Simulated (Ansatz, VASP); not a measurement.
Two plane-wave programs on GdO

```xyz
2
Lattice="0.0000 2.7000 2.7000 2.7000 0.0000 2.7000 2.7000 2.7000 0.0000" Properties=species:S:1:pos:R:3 pbc="T T T"
Gd    0.0000    0.0000    0.0000
O     1.3500    1.3500    1.3500
```

Alike in both runs: functional LDA; k mesh 9 × 9 × 9; occupations fermi-dirac, width 0.05 eV; collinear spin; Hubbard terms Gd f U = 5.0 eV.

```csv
,VASP,Ansatz
version,VASP 6.6.1,Ansatz 0.2.0
potentials or method,"VASP PAW PBE potentials, release 64 (Gd, O)",Ansatz PAW
plane-wave cutoff (eV),520,420
valence electrons in the cell,24,24
task,single point,band structure
```

|  | VASP | Ansatz | Ansatz less VASP |
| --- | --- | --- | --- |
| gap on the k mesh at the Fermi level (eV) | none | none | - |
| pressure (GPa) | -6.6 | -7.0 | -0.40 |
| net moment per atom (μB) | 3.92 | 3.92 | +0.002 |
| size of the moment on the site where the two differ most (μB) | 7.08 | 7.00 | -0.077 |

VASP's potentials were made for PBE, not for LDA. LDA's correlation is that of Perdew and Zunger in VASP and of Perdew and Wang (1992) in Ansatz. Site moments also hang on the region over which each program counts them. The programs project onto different local orbitals, so the same U acts differently, and such runs can settle in different states. A gap of «none» marks a metal or a gap that the smearing closes.

Spin-orbit coupling is off throughout. Noted on Ansatz's run: the magnetic or orbital state may not be the lowest.
